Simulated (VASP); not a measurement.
# Os (I4/mmm) in VASP: single point with r2SCAN

Aim: the single point of Os with r2SCAN.

All numbers are computed with VASP 6.6.1; they aren't measurements. Logs are shortened: lines on timing, memory, paths and dates and some standing lists are left out, and cuts for length are marked.

## Step 1: The cell of the first run

Symmetry: I4/mmm, No. 139, tetragonal system. Conventional cell: a = 2.751 Å, b = 2.751 Å, c = 3.657 Å, α = 90.00°, β = 90.00°, γ = 90.00°. Os (site symmetry 4/mmm) has 12 Os at 2.67 to 2.75 Å within 3.5 Å.

## Step 2: Single point, r2SCAN (strain -0.0600 x Voigt [1, 0, 0, 0, 0, 0])

POSCAR

```
Os
1.0
    0.0000000000      1.9450000000      1.9450000000
    1.8283000000      0.0000000000      1.9450000000
    1.8283000000      1.9450000000      0.0000000000
Os
1
Direct
    0.0000000000      0.0000000000      0.0000000000
```

INCAR.step1

```
PREC = Accurate ; ENCUT = 520
ISMEAR = 0 ; SIGMA = 0.15
LREAL = False ; LASPH = True
NELM = 80 ; NBANDS = 10
GGA = PE ; ALGO = Normal
EDIFF = 1E-4 ; LWAVE = True
LCHARG = False
```

INCAR.step2

```
PREC = Accurate ; ENCUT = 520
EDIFF = 1E-7 ; ISMEAR = 0
SIGMA = 0.15 ; LREAL = False
LASPH = True ; NELM = 80
ALGO = Normal ; ISIF = 2
LWAVE = False ; LCHARG = True
METAGGA = R2SCAN ; LMIXTAU = True
LELF = True ; LVHAR = True
NBANDS = 10 ; ISTART = 1
```

KPOINTS

```
Automatic mesh
0
Gamma
  20 20 20
```

Potentials or basis: VASP PAW PBE potentials, release 64 (Os).

Launch:

```bash
$ cat potpaw_PBE.64/Os/POTCAR > POTCAR
$ cp INCAR.step1 INCAR
$ mpirun -np 1 vasp_std > vasp.out
$ cp INCAR.step2 INCAR
$ mpirun -np 1 vasp_std > vasp.out
```

OUTCAR:

```text
PREC = Accurate
   ENCUT = 520
   EDIFF = 1E-7
   ISMEAR = 0
   LREAL = False
   LASPH = True
   NELM = 80
   ISIF = 2
   METAGGA = R2SCAN
   ISTART = 1

 ion  position               nearest neighbor table
   1  0.000  0.000  0.000-

  LATTYP: Found a body centered tetragonal cell.
 ALAT       =     2.7506453788
 C/A-ratio  =     1.3293607486

  Lattice vectors:

 A1 = (  -1.8283000000,   0.0000000000,  -1.9450000000)
 A2 = (  -1.8283000000,   0.0000000000,   1.9450000000)
 A3 = (   1.8283000000,   1.9450000000,   0.0000000000)

Analysis of symmetry for initial positions (statically):
=====================================================================
 Subroutine PRICEL returns:
 Original cell was already a primitive cell.

 Routine SETGRP: Setting up the symmetry group for a
 body centered tetragonal supercell.

 Subroutine GETGRP returns: Found 16 space group operations
 (whereof 16 operations were pure point group operations)
 out of a pool of 16 trial point group operations.

The static configuration has the point symmetry D_4h.

Analysis of symmetry for dynamics (positions and initial velocities):
=====================================================================
 Subroutine PRICEL returns:
 Original cell was already a primitive cell.

 Routine SETGRP: Setting up the symmetry group for a
 body centered tetragonal supercell.

 Subroutine GETGRP returns: Found 16 space group operations
 (whereof 16 operations were pure point group operations)
 out of a pool of 16 trial point group operations.

The dynamic configuration has the point symmetry D_4h.

 Subroutine INISYM returns: Found 16 space group operations
 (whereof 16 operations are pure point group operations),
 and found     1 'primitive' translations

----------------------------------------------------------------------------------------

                                     Primitive cell

  volume of cell :      13.8330

  direct lattice vectors                    reciprocal lattice vectors
     0.000000000  1.945000000  1.945000000    -0.273478094  0.257069409  0.257069409
     1.828300000  0.000000000  1.945000000     0.273478094 -0.257069409  0.257069409
     1.828300000  1.945000000  0.000000000     0.273478094  0.257069409 -0.257069409

  length of vectors
     2.750645379  2.669401785  2.669401785     0.454928159  0.454928159  0.454928159

  position of ions in fractional coordinates (direct lattice)
     0.000000000  0.000000000  0.000000000

  ion indices of the primitive-cell ions
   primitive index   ion index
                 1           1

----------------------------------------------------------------------------------------

 KPOINTS: Automatic mesh

Automatic generation of k-mesh.
 Grid dimensions read from file:
 generate k-points for:   20   20   20

 Generating k-lattice:

  Cartesian coordinates                     Fractional coordinates (reciprocal lattice)
    -0.013673905  0.012853470  0.012853470     0.050000000  0.000000000  0.000000000
     0.013673905 -0.012853470  0.012853470     0.000000000  0.050000000  0.000000000
     0.013673905  0.012853470 -0.012853470     0.000000000  0.000000000  0.050000000

  Length of vectors
     0.022746408  0.022746408  0.022746408

  Shift w.r.t. Gamma in fractional coordinates (k-lattice)
     0.000000000  0.000000000  0.000000000

 Subroutine IBZKPT returns following result:
 ===========================================

 Found    641 irreducible k-points:

 Following reciprocal coordinates:
            Coordinates               Weight
  0.000000  0.000000  0.000000      1.000000
  0.050000  0.000000  0.000000      8.000000
  0.100000  0.000000  0.000000      8.000000
  0.150000  0.000000  0.000000      8.000000
  0.200000  0.000000  0.000000      8.000000
  0.250000  0.000000  0.000000      8.000000
[... 16 lines left out ...]
 -0.400000  0.050000  0.000000     16.000000
 -0.350000  0.050000 -0.000000     16.000000
 [... further k-points ...]
   k-points           NKPTS =    641   k-points in BZ     NKDIM =    641   number of bands    NBANDS=     10
   number of dos      NEDOS =    301   number of ions     NIONS =      1
   total plane-waves  NPLWV =   8000
   dimension x,y,z NGX =    20 NGY =   20 NGZ =   20
   dimension x,y,z NGXF=    40 NGYF=   40 NGZF=   40
   ions per type =               1
   NGX,Y,Z   is equivalent  to a cutoff of  12.09, 12.46, 12.46 a.u.
   NGXF,Y,Z  is equivalent  to a cutoff of  24.18, 24.91, 24.91 a.u.
 SYSTEM =  unknown system
   PREC   = accura    normal or accurate (medium, high low for compatibility)
   ISTART =      1    job   : 0-new  1-cont  2-samecut
   ICHARG =      0    charge: 1-file 2-atom 10-const
   ISPIN  =      1    spin polarized calculation?
   LNONCOLLINEAR =      F non collinear calculations
   LSORBIT =      F    spin-orbit coupling
   LASPH  =      T    aspherical Exc in radial PAW
   ENCUT  =  520.0 eV  38.22 Ry    6.18 a.u.   5.11  4.96  4.96*2*pi/ulx,y,z
   NELM   =     80;   NELMIN=  2; NELMDL=  0     # of ELM steps
   EDIFF  = 0.1E-06   stopping-criterion for ELM
   LREAL  =      F    real-space projection
   EDIFFG = 0.1E-05   stopping-criterion for IOM
   NSW    =      0    number of steps for IOM
   IBRION =     -1    ionic relax: 0-MD 1-quasi-New 2-CG
   NFREE  =      0    steps in history (QN), initial steepest desc. (CG)
   ISIF   =      2    stress and relaxation
   ISYM   =      2    0-nonsym 1-usesym 2-fastsym
   POTIM  = 0.5000    time-step for ionic-motion
   TEBEG  =    0.0;   TEEND  =   0.0 temperature during run
   PSTRESS=    0.0 pullay stress
   NELECT =       8.0000    total number of electrons
   NUPDOWN=      -1.0000    fix difference up-down
   EMIN   =  10.00;   EMAX   =-10.00  energy-range for DOS
   EFERMI =   0.00;   METHOD = LEGACY
   ISMEAR =     0;   SIGMA  =   0.15  broadening in eV -4-tet -1-fermi 0-gaus
   EFERMI_NEDOS =   21; number of points for ismear=-14 and -15
   IALGO  =     38    algorithm
   IMIX   =      4    mixing-type and parameters
     AMIX     =   0.40;   BMIX     =  1.00
     AMIX_MAG =   1.60;   BMIX_MAG =  1.00
  volume/ion in A,a.u.               =      13.83        93.35
  Fermi-wavevector in a.u.,A,eV,Ry     =   1.363953  2.577497 25.311825  1.860367
  Thomas-Fermi vector in A             =   2.490311
   LORBIT       =      0    0 simple, 1 ext, 2 COOP (PROOUT), +10 PAW based schemes
   METAGGA = R2SCAN    functional components
   LHFCALC =     F    Hartree Fock is set to
   AEXX    =    0.0000 exact exchange contribution
   IVDW    =     0    specifies the selected vdW correction
   LEPSILON=     F    determine dielectric tensor
   LRPA    =     F    only Hartree local field effects (RPA)
 non-spin polarized calculation
 Gauss-broadening in eV      SIGMA  =   0.15
  energy-cutoff  :      520.00
  volume of cell :       13.83
 maximum number of plane-waves:       386
   NGX = 11   NGY =  9   NGZ =  9

 number of electron       7.9999999 magnetization

 Free energy of the ion-electron system (eV)
  ---------------------------------------------------
  ext. energy  EPLUGINS =         0.00000000
  ---------------------------------------------------
  free energy    TOTEN  =       -52.80625589 eV

  energy without entropy =      -52.79718620  energy(sigma->0) =      -52.80172104

 E-fermi :   9.3384     XC(G=0): -15.4603

 val. band max:        9.3377900008   @ k =  -0.1000   0.1000   0.1000
 cond. band min:       9.3413900956   @ k =   0.4000   0.3000   0.1000
 fundamental gap:      0.0036000949
 Fermi energy:         9.3384156344

 k-point     1 :       0.0000    0.0000    0.0000
  band No.  band energies     occupation
      1      -2.1031      2.00000
      2       5.8664      2.00000
      3       5.8664      2.00000
      4       6.7930      2.00000
      5       8.7160      2.00000
      6       9.9031      0.00000
      7      24.3111      0.00000
      8      29.7099      0.00000
      9      29.7099      0.00000
     10      32.1410      0.00000

 k-point     2 :       0.0500    0.0000    0.0000
  band No.  band energies     occupation
      1      -1.9779      2.00000
      2       5.8425      2.00000
      3       5.9226      2.00000
      4       6.7939      2.00000
      5       8.6877      2.00000
      6       9.8483      0.00000
      7      24.5455      0.00000
      8      29.4181      0.00000
      9      29.9245      0.00000
     10      31.9307      0.00000

 k-point     3 :       0.1000    0.0000    0.0000
  band No.  band energies     occupation
      1      -1.6139      2.00000
      2       5.7401      2.00000
      3       6.0676      2.00000
      4       6.8413      2.00000
      5       8.6345      2.00000
      6       9.7089      0.00048
      7      25.1981      0.00000
      8      28.4466      0.00000
      9      30.5543      0.00000
     10      32.1865      0.00000

 k-point     4 :       0.1500    0.0000    0.0000
  band No.  band energies     occupation
      1      -1.0482      2.00000
      2       5.5558      2.00000
      3       6.2246      2.00000
      4       6.9688      2.00000
      5       8.6529      2.00000
      6       9.5594      0.03725
      7      26.0224      0.00000
      8      27.2852      0.00000
      9      31.5608      0.00000
     10      33.0963      0.00000
[... 222 lines left out ...]
 k-point    22 :      -0.4500    0.0500   -0.0000
  band No.  band energies     occupation
      1       1.2659      2.00000
      2       5.4370      2.00000
      3       6.5381      2.00000
      4       8.5588      2.00000
      5      11.5393      0.00000
      6      12.5403      0.00000
      7      19.1461      0.00000
      8      24.0568      0.00000
      9      30.2712      0.00000
     10      31.6953      0.00000

 k-point    23 :      -0.4000    0.0500    0.0000
  band No.  band energies     occupation
      1       1.2793      2.00000
      2       5.5362      2.00000
      3       6.6331      2.00000
      4       7.8102      2.00000
      5      11.1134      0.00000
      6      12.1967      0.00000
      7      20.1403      0.00000
      8      24.5291      0.00000
      9      30.8130      0.00000
     10      32.6381      0.00000

 k-point    24 :      -0.3500    0.0500   -0.0000
  band No.  band energies     occupation
      1       1.2511      2.00000
      2       5.6993      2.00000
      3       6.7341      2.00000
      4       6.8687      2.00000
      5      10.5230      0.00000
      6      11.5861      0.00000
      7      21.4830      0.00000
      8      25.4574      0.00000
      9      31.8899      0.00000
     10      34.1411      0.00000

 [... further k-points ...]

------------------------ aborting loop because EDIFF is reached ----------------------------------------

  FORCE on cell =-STRESS in cart. coord.  units (eV):
  Direction    XX          YY          ZZ          XY          YZ          ZX
  --------------------------------------------------------------------------------------
  -------------------------------------------------------------------------------------
  Total        2.1989281      0.1279263      0.1279263      0.0000000      0.0000000      0.0000000
  in kB      254.6859287     14.8167762     14.8167762      0.0000000      0.0000000      0.0000000
  external PRESSURE =      94.7731603 kB  Pullay stress =       0.0000000 kB

 VOLUME and BASIS-vectors are now :
 -----------------------------------------------------------------------------
  energy-cutoff  :      520.00
  volume of cell :       13.83
      direct lattice vectors                 reciprocal lattice vectors
     0.000000000  1.945000000  1.945000000    -0.273478094  0.257069409  0.257069409
     1.828300000  0.000000000  1.945000000     0.273478094 -0.257069409  0.257069409
     1.828300000  1.945000000  0.000000000     0.273478094  0.257069409 -0.257069409

 POSITION                                       TOTAL-FORCE (eV/Angst)
 -----------------------------------------------------------------------------------
      0.00000      0.00000      0.00000         0.000000      0.000000      0.000000
 -----------------------------------------------------------------------------------
    total drift:                                0.000000      0.000000     -0.000000

  FREE ENERGIE OF THE ION-ELECTRON SYSTEM (eV)
  ---------------------------------------------------
  free  energy   TOTEN  =       -52.8062558860 eV

  energy  without entropy=      -52.7971861953  energy(sigma->0) =      -52.80172104
```

Run time: 2.3 min. Hardware: 1 thread of Intel Xeon 6975P-C (Granite Rapids), shared host; peak memory 0.21 GiB.

What came out:

```yaml
Free_energy: -52.8063 eV
Pressure: 9.5 GPa
Band_gap_on_the_k_mesh: zero (band 4 reaches 12.67 eV, above the bottom of band 5 at 7.69 eV)
```

Levels at points of the mesh, in eV from the Fermi level:
| k point | band 1 | band 2 | band 3 | band 4 | band 5 | band 6 | band 7 | band 8 |
| --- | --- | --- | --- | --- | --- | --- | --- | --- |
| (0.00, 0.00, 0.00) | -11.44 | -3.47 | -3.47 | -2.55 | -0.62 | 0.56 | 14.97 | 20.37 |
| (0.50, 0.00, 0.00) | -8.18 | -3.88 | -2.85 | -0.27 | 2.28 | 2.86 | 9.67 | 14.41 |
| (0.50, 0.50, 0.00) | -8.11 | -7.28 | 1.97 | 2.46 | 2.85 | 3.70 | 12.60 | 12.91 |
| (0.00, 0.50, 0.50) | -8.05 | -7.41 | 2.48 | 3.33 | 3.33 | 3.42 | 12.19 | 12.19 |

Caveat: the cell differs from its parent crystal (strain -0.0600 x Voigt [1, 0, 0, 0, 0, 0]); the PAW data sets were made with another functional, which shifts forces and pressure a little; spin-orbit coupling is left out, which moves the levels of the heavy elements.
